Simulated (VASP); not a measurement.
Set up this calculation in VASP 6.6.1, as the native input.

```
Task                   : single point
Functional             : PBE
Potentials or basis    : VASP PAW PBE potentials, release 64 (Eu)
Cutoff                 : 520 eV
k mesh                 : 11 × 11 × 11
Occupations            : fermi-dirac, width 0.05 eV
Spin                   : collinear spin, ferromagnetic start
Starting moments       : [7.0] μB
Dipole correction      : no
Further INCAR settings : ALGO = Normal; EDIFF = 1e-06; NBANDS = 18
```

The structure of Eu lies in POSCAR:

```
Eu
1.0
    3.4929783778      0.0000000000      0.0000000000
    0.0000000000      3.4929783778      0.0000000000
    0.0000000000      0.0000000000      3.4929783778
Eu
1
Direct
    0.0000000000      0.0000000000      0.0000000000
```

This isn't the form of Eu at room conditions, which is bcc.

These files were run (other wordings do the same):

INCAR

```
SYSTEM = Eu
  ALGO = Normal
  EDIFF = 1E-6
  ENCUT = 520
  GGA = PE
  ISIF = 2
  ISMEAR = -1
  ISPIN = 2
  LASPH = .TRUE.
  LCHARG = .TRUE.
  LELF = .TRUE.
  LMAXMIX = 6
  LORBIT = 11
  LREAL = .FALSE.
  LVHAR = .TRUE.
  LWAVE = .FALSE.
  MAGMOM = 7
  NBANDS = 18
  NELM = 150
  PREC = Accurate
  SIGMA = 0.05
```

KPOINTS

```
k-points
0
G
  11 11 11
  0 0 0
```

Potentials or basis: VASP PAW PBE potentials, release 64 (Eu).

Launch:

```sh
$ cat potpaw_PBE.64/Eu/POTCAR > POTCAR
$ mpirun -np 1 vasp_std > vasp.out
```

It gave:

```yaml
Pressure: -0.2 GPa
Net_moment: 7.19 μB per cell
Site_moments: Eu +6.69 μB
Valence_electrons_inside_the_program's_atomic_spheres: Eu 14.78
```

It took 56 s on 1 thread of Intel(R) Xeon(R) 6975P-C (Granite Rapids), with other jobs on the host, peak memory 0.23 GiB.
